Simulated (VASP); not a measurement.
# N2 in VASP: notebook

The runs below take N2 through single point, relaxation of the atoms, with PBE.

All numbers are computed with VASP 6.6.1; they aren't measurements. Logs are shortened: lines on timing, memory, paths and dates and some standing lists are left out, and cuts for length are marked.

## (1) The cell of the first run

The cell holds a molecule in a box, 2 atoms: a = 9.000 Å, b = 9.500 Å, c = 10.000 Å, α = 90.00°, β = 90.00°, γ = 90.00°.

## (2) Single point, PBE

INCAR reads:

```
PREC = Accurate ; ENCUT = 520
EDIFF = 1E-6 ; ISMEAR = -1
SIGMA = 0.02 ; LREAL = False
LASPH = True ; NELM = 60
ALGO = Normal ; ISIF = 2
LWAVE = False ; LCHARG = True
GGA = PE ; LELF = True
LVHAR = True ; NBANDS = 12
```

KPOINTS reads:

```
regular mesh
0
Gamma
  1 1 1
```

POSCAR reads:

```
N
1.0
    9.0000000000      0.0000000000      0.0000000000
    0.0000000000      9.5000000000      0.0000000000
    0.0000000000      0.0000000000     10.0000000000
N
2
Direct
    0.5000000000      0.5000000000      0.4449211580
    0.5000000000      0.5000000000      0.5550788420
```

Potentials or basis: VASP PAW PBE potentials, release 64 (N).

The run is started by

```bash
> cat potpaw_PBE.64/N/POTCAR > POTCAR
> mpirun -np 1 vasp_gam > vasp.out
```

OUTCAR:

```text
PREC = Accurate
   ENCUT = 520
   EDIFF = 1E-6
   ISMEAR = -1
   LREAL = False
   LASPH = True
   NELM = 60
   ISIF = 2
   GGA = PE

 ion  position               nearest neighbor table
   1  0.500  0.500  0.445-   2 1.10
   2  0.500  0.500  0.555-   1 1.10

  LATTYP: Found a simple orthorhombic cell.
 ALAT       =     9.0000000000
 B/A-ratio  =     1.0555555556
 C/A-ratio  =     1.1111111111

  Lattice vectors:

 A1 = (   9.0000000000,   0.0000000000,   0.0000000000)
 A2 = (   0.0000000000,   9.5000000000,   0.0000000000)
 A3 = (   0.0000000000,   0.0000000000,  10.0000000000)

Analysis of symmetry for initial positions (statically):
=====================================================================
 Subroutine PRICEL returns:
 Original cell was already a primitive cell.

 Routine SETGRP: Setting up the symmetry group for a
 simple orthorhombic supercell.

 Subroutine GETGRP returns: Found  8 space group operations
 (whereof  8 operations were pure point group operations)
 out of a pool of  8 trial point group operations.

The static configuration has the point symmetry D_2h.

Analysis of symmetry for dynamics (positions and initial velocities):
=====================================================================
 Subroutine PRICEL returns:
 Original cell was already a primitive cell.

 Routine SETGRP: Setting up the symmetry group for a
 simple orthorhombic supercell.

 Subroutine GETGRP returns: Found  8 space group operations
 (whereof  8 operations were pure point group operations)
 out of a pool of  8 trial point group operations.

The dynamic configuration has the point symmetry D_2h.

 Subroutine INISYM returns: Found  8 space group operations
 (whereof  8 operations are pure point group operations),
 and found     1 'primitive' translations

----------------------------------------------------------------------------------------

                                     Primitive cell

  volume of cell :     855.0000

  direct lattice vectors                    reciprocal lattice vectors
     9.000000000  0.000000000  0.000000000     0.111111111  0.000000000  0.000000000
     0.000000000  9.500000000  0.000000000     0.000000000  0.105263158  0.000000000
     0.000000000  0.000000000 10.000000000     0.000000000  0.000000000  0.100000000

  length of vectors
     9.000000000  9.500000000 10.000000000     0.111111111  0.105263158  0.100000000

  position of ions in fractional coordinates (direct lattice)
     0.500000000  0.500000000  0.444921158
     0.500000000  0.500000000  0.555078842

  ion indices of the primitive-cell ions
   primitive index   ion index
                 1           1
                 2           2

----------------------------------------------------------------------------------------

 KPOINTS: regular mesh

Automatic generation of k-mesh.
 Grid dimensions read from file:
 generate k-points for:    1    1    1

 Generating k-lattice:

  Cartesian coordinates                     Fractional coordinates (reciprocal lattice)
     0.111111111  0.000000000  0.000000000     1.000000000  0.000000000  0.000000000
     0.000000000  0.105263158  0.000000000     0.000000000  1.000000000  0.000000000
     0.000000000  0.000000000  0.100000000     0.000000000  0.000000000  1.000000000

  Length of vectors
     0.111111111  0.105263158  0.100000000

  Shift w.r.t. Gamma in fractional coordinates (k-lattice)
     0.000000000  0.000000000  0.000000000

 Subroutine IBZKPT returns following result:
 ===========================================

 Found      1 irreducible k-points:

 Following reciprocal coordinates:
            Coordinates               Weight
  0.000000  0.000000  0.000000      1.000000
   k-points           NKPTS =      1   k-points in BZ     NKDIM =      1   number of bands    NBANDS=     12
   number of dos      NEDOS =    301   number of ions     NIONS =      2
   total plane-waves  NPLWV = 403200
   dimension x,y,z NGX =    70 NGY =   72 NGZ =   80
   dimension x,y,z NGXF=   140 NGYF=  144 NGZF=  160
   ions per type =               2
   NGX,Y,Z   is equivalent  to a cutoff of  12.93, 12.60, 13.30 a.u.
   NGXF,Y,Z  is equivalent  to a cutoff of  25.86, 25.20, 26.60 a.u.
 SYSTEM =  unknown system
   PREC   = accura    normal or accurate (medium, high low for compatibility)
   ISTART =      0    job   : 0-new  1-cont  2-samecut
   ICHARG =      2    charge: 1-file 2-atom 10-const
   ISPIN  =      1    spin polarized calculation?
   LNONCOLLINEAR =      F non collinear calculations
   LSORBIT =      F    spin-orbit coupling
   LASPH  =      T    aspherical Exc in radial PAW
   ENCUT  =  520.0 eV  38.22 Ry    6.18 a.u.  16.73 17.66 18.59*2*pi/ulx,y,z
   NELM   =     60;   NELMIN=  2; NELMDL= -5     # of ELM steps
   EDIFF  = 0.1E-05   stopping-criterion for ELM
   LREAL  =      F    real-space projection
   EDIFFG = 0.1E-04   stopping-criterion for IOM
   NSW    =      0    number of steps for IOM
   IBRION =     -1    ionic relax: 0-MD 1-quasi-New 2-CG
   NFREE  =      0    steps in history (QN), initial steepest desc. (CG)
   ISIF   =      2    stress and relaxation
   ISYM   =      2    0-nonsym 1-usesym 2-fastsym
   POTIM  = 0.5000    time-step for ionic-motion
   TEBEG  =    0.0;   TEEND  =   0.0 temperature during run
   PSTRESS=    0.0 pullay stress
   NELECT =      10.0000    total number of electrons
   NUPDOWN=      -1.0000    fix difference up-down
   EMIN   =  10.00;   EMAX   =-10.00  energy-range for DOS
   EFERMI =   0.00;   METHOD = LEGACY
   ISMEAR =    -1;   SIGMA  =   0.02  broadening in eV -4-tet -1-fermi 0-gaus
   EFERMI_NEDOS =   21; number of points for ismear=-14 and -15
   IALGO  =     38    algorithm
   IMIX   =      4    mixing-type and parameters
     AMIX     =   0.40;   BMIX     =  1.00
     AMIX_MAG =   1.60;   BMIX_MAG =  1.00
  volume/ion in A,a.u.               =     427.50      2884.91
  Fermi-wavevector in a.u.,A,eV,Ry     =   0.371609  0.702239  1.878872  0.138093
  Thomas-Fermi vector in A             =   1.299861
   LORBIT       =      0    0 simple, 1 ext, 2 COOP (PROOUT), +10 PAW based schemes
   GGA     = PE    functional components
   LHFCALC =     F    Hartree Fock is set to
   AEXX    =    0.0000 exact exchange contribution
   IVDW    =     0    specifies the selected vdW correction
   LEPSILON=     F    determine dielectric tensor
   LRPA    =     F    only Hartree local field effects (RPA)
 non-spin polarized calculation
  energy-cutoff  :      520.00
  volume of cell :      855.00
 maximum number of plane-waves:     11510
 NGX is ok and might be reduce to    70
   NGX = 33   NGY = 35   NGZ = 37

 number of electron      10.0000000 magnetization

 Free energy of the ion-electron system (eV)
  ---------------------------------------------------
  ext. energy  EPLUGINS =         0.00000000
  ---------------------------------------------------
  free energy    TOTEN  =       -16.64132849 eV

  energy without entropy =      -16.64132849  energy(sigma->0) =      -16.64132849

 E-fermi :  -9.5160     XC(G=0):  -0.6932

 val. band max:      -10.0419777281   @ k =   0.0000   0.0000   0.0000
 cond. band min:      -1.8353240021   @ k =   0.0000   0.0000   0.0000
 fundamental gap:      8.2066537260
 Fermi energy:        -9.5160330605

 k-point     1 :       0.0000    0.0000    0.0000
  band No.  band energies     occupation
      1     -28.2055      2.00000
      2     -13.3040      2.00000
      3     -11.4687      2.00000
      4     -11.4687      2.00000
      5     -10.0420      2.00000
      6      -1.8353      0.00000
      7      -1.8349      0.00000
      8      -0.2012      0.00000
      9       1.1856      0.00000
     10       1.2587      0.00000
     11       1.2844      0.00000
     12       1.5336      0.00000

------------------------ aborting loop because EDIFF is reached ----------------------------------------

  FORCE on cell =-STRESS in cart. coord.  units (eV):
  Direction    XX          YY          ZZ          XY          YZ          ZX
  --------------------------------------------------------------------------------------
  -------------------------------------------------------------------------------------
  Total       -0.0571298     -0.0553984      1.9330036      0.0000000      0.0000000      0.0000000
  in kB       -0.1070550     -0.1038106      3.6222393      0.0000000      0.0000000      0.0000000
  external PRESSURE =       1.1371245 kB  Pullay stress =       0.0000000 kB

 VOLUME and BASIS-vectors are now :
 -----------------------------------------------------------------------------
  energy-cutoff  :      520.00
  volume of cell :      855.00
      direct lattice vectors                 reciprocal lattice vectors
     9.000000000  0.000000000  0.000000000     0.111111111  0.000000000  0.000000000
     0.000000000  9.500000000  0.000000000     0.000000000  0.105263158  0.000000000
     0.000000000  0.000000000 10.000000000     0.000000000  0.000000000  0.100000000

 POSITION                                       TOTAL-FORCE (eV/Angst)
 -----------------------------------------------------------------------------------
      4.50000      4.75000      4.44921         0.000000      0.000000     -1.834934
      4.50000      4.75000      5.55079         0.000000      0.000000      1.834934
 -----------------------------------------------------------------------------------
    total drift:                                0.000000      0.000000      0.000000

  FREE ENERGIE OF THE ION-ELECTRON SYSTEM (eV)
  ---------------------------------------------------
  free  energy   TOTEN  =       -16.6413284894 eV

  energy  without entropy=      -16.6413284894  energy(sigma->0) =      -16.64132849
```

It took 1.7 min on 1 thread of Intel Xeon 8259CL, shared host; peak memory 0.73 GiB.

What came out:

```
Free energy                     : -16.6413 eV
Largest force                   : 1.835 eV/Å
Gap between the frontier levels : 8.21 eV
```

Forces on the atoms (eV/Å):
```
N    0.000  0.000 -1.835
N    0.000  0.000  1.835
```

Levels at points of the mesh, in eV from the valence-band top:
```csv
k point,band 3,band 4,band 5,band 6,band 7,band 8
"(0.00, 0.00, 0.00)",-1.43,-1.43,0.00,8.21,8.21,9.84
```

Caveat: the standard files for N, O and F lose accuracy on very short bonds.

## (3) Relaxation of the atoms, PBE

INCAR reads:

```
PREC = Accurate
ENCUT = 520
EDIFF = 1E-7
ISMEAR = -1
SIGMA = 0.02
LREAL = False
LASPH = True
NELM = 60
ALGO = Normal
ISIF = 2
LWAVE = False
LCHARG = False
GGA = PE
IBRION = 2
NSW = 80
EDIFFG = -0.02
```

KPOINTS reads:

```
Automatic mesh
0
Gamma
  1 1 1
```

POSCAR reads:

```
N
1.0
    9.0000000000      0.0000000000      0.0000000000
    0.0000000000      9.5000000000      0.0000000000
    0.0000000000      0.0000000000     10.0000000000
N
2
Direct
    0.5000000000      0.5000000000      0.4445000000
    0.5000000000      0.5000000000      0.5555000000
```

Potentials or basis: VASP PAW PBE potentials, release 64 (N).

The run is started by

```bash
> cat potpaw_PBE.64/N/POTCAR > POTCAR
> mpirun -np 1 vasp_gam > vasp.out
```

It took 3.8 min on 1 thread of Intel Xeon 8259CL, shared host; peak memory 0.78 GiB.

It converged, with:

```
Free energy                     : -16.6518 eV
Energy gained by relaxing       : 0.4 meV/atom
Ionic steps                     : 3
Largest force after relaxing    : 0.003 eV/Å
Gap between the frontier levels : 8.07 eV
```

Forces on the atoms (eV/Å):
```
N    0.000  0.000  0.003
N    0.000  0.000 -0.003
```

Step by step:
```tsv
step	energy change (eV)	largest force (eV/Å)	pressure (GPa)
1	0.0000	0.4880	0.02
2	0.1293	5.5979	-0.41
3	-0.0008	0.0030	-0.01
```

Final structure:
```cif
data_structure
_symmetry_space_group_name_H-M 'P 1'
_symmetry_Int_Tables_number 1
_cell_length_a 9.0000
_cell_length_b 9.5000
_cell_length_c 10.0000
_cell_angle_alpha 90.000
_cell_angle_beta 90.000
_cell_angle_gamma 90.000
_cell_volume 855.00
loop_
_atom_site_label
_atom_site_type_symbol
_atom_site_fract_x
_atom_site_fract_y
_atom_site_fract_z
_atom_site_occupancy
N1 N 0.50000 0.50000 0.44434 1
N2 N 0.50000 0.50000 0.55566 1
```

Levels at points of the mesh, in eV from the valence-band top:
| k point | band 3 | band 4 | band 5 | band 6 | band 7 | band 8 |
| --- | --- | --- | --- | --- | --- | --- |
| (0.00, 0.00, 0.00) | -1.34 | -1.34 | 0.00 | 8.07 | 8.07 | 9.83 |

Caveat: the standard files for N, O and F lose accuracy on very short bonds.
